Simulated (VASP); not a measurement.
The system is N.

```xyz
8
Lattice="5.8151 0.0000 0.0000 0.0000 5.8151 0.0000 0.0000 0.0000 5.8151" Properties=species:S:1:pos:R:3 pbc="T T T"
N     0.3716    0.3716    0.3716
N     2.5360    5.4435    3.2791
N     3.2791    2.5360    5.4435
N     5.4435    3.2791    2.5360
N     5.5484    5.5484    5.5484
N     3.1742    0.2667    2.6409
N     2.6409    3.1742    0.2667
N     0.2667    2.6409    3.1742
```

* Program: VASP 6.6.1
* Task: relaxation of cell and atoms
* Functional: PBE
* Dispersion: D3(BJ)
* Potentials or basis: VASP PAW PBE potentials, release 64 (N)
* Cutoff: 600 eV
* k mesh: 4 × 4 × 4
* Occupations: gaussian, width 0.02 eV
* Spin: no spin polarisation

At the start: pressure 0.9 GPa; volume 24.58 Å³/atom.

**Question.** Where does the relaxation end?

**Answer.** Over 20 steps the energy falls by 6.1 meV/atom and the volume is 21.53 Å³/atom (-12.4 %); space group P2_13 (No. 198, to 0.05 Å).

Step by step:
| step | energy change (eV) | largest force (eV/Å) | pressure (GPa) | volume (Å³) |
| --- | --- | --- | --- | --- |
| 1 | 0.0000 | 1.0541 | 0.89 | 196.64 |
| 2 | 2.4296 | 10.4354 | -13.76 | 200.57 |
| 3 | -0.0134 | 0.1041 | -0.46 | 196.88 |
| 4 | -0.0135 | 0.0152 | -0.34 | 196.86 |
| 5 | -0.0135 | 0.0331 | -0.32 | 196.86 |
| 6 | -0.0160 | 0.0375 | -0.31 | 195.74 |
| 7 | -0.0229 | 0.0546 | -0.26 | 192.42 |
| 8 | -0.0348 | 0.1102 | -0.13 | 185.90 |
| 9 | -0.0472 | 0.3058 | 0.34 | 173.30 |
| 10 | -0.0481 | 0.1806 | 0.17 | 172.94 |
| 11 | -0.0487 | 0.0501 | -0.09 | 172.35 |
| 12 | -0.0487 | 0.0447 | -0.08 | 172.37 |
| 13 | -0.0485 | 0.0801 | 0.05 | 172.66 |
| 14 | -0.0487 | 0.0372 | -0.08 | 172.39 |
| 15 | -0.0487 | 0.0223 | -0.05 | 172.38 |
| 16 | -0.0487 | 0.0228 | -0.02 | 172.37 |
| 17 | -0.0487 | 0.0235 | -0.03 | 172.36 |
| 18 | -0.0487 | 0.0226 | -0.03 | 172.34 |
| 19 | -0.0487 | 0.0213 | -0.02 | 172.30 |
| 20 | -0.0488 | 0.0194 | -0.02 | 172.23 |

Final structure:
```xyz
8
Lattice="5.5637 0.0000 0.0000 0.0000 5.5637 0.0000 0.0000 0.0000 5.5637" Properties=species:S:1:pos:R:3 pbc="T T T"
N     0.3668    0.3668    0.3668
N     2.4150    5.1969    3.1487
N     3.1487    2.4150    5.1969
N     5.1969    3.1487    2.4150
N     5.2887    5.2887    5.2887
N     3.0569    0.2751    2.5068
N     2.5068    3.0569    0.2751
N     0.2751    2.5068    3.0569
```

Caveat: the standard files for N, O and F lose accuracy on very short bonds.
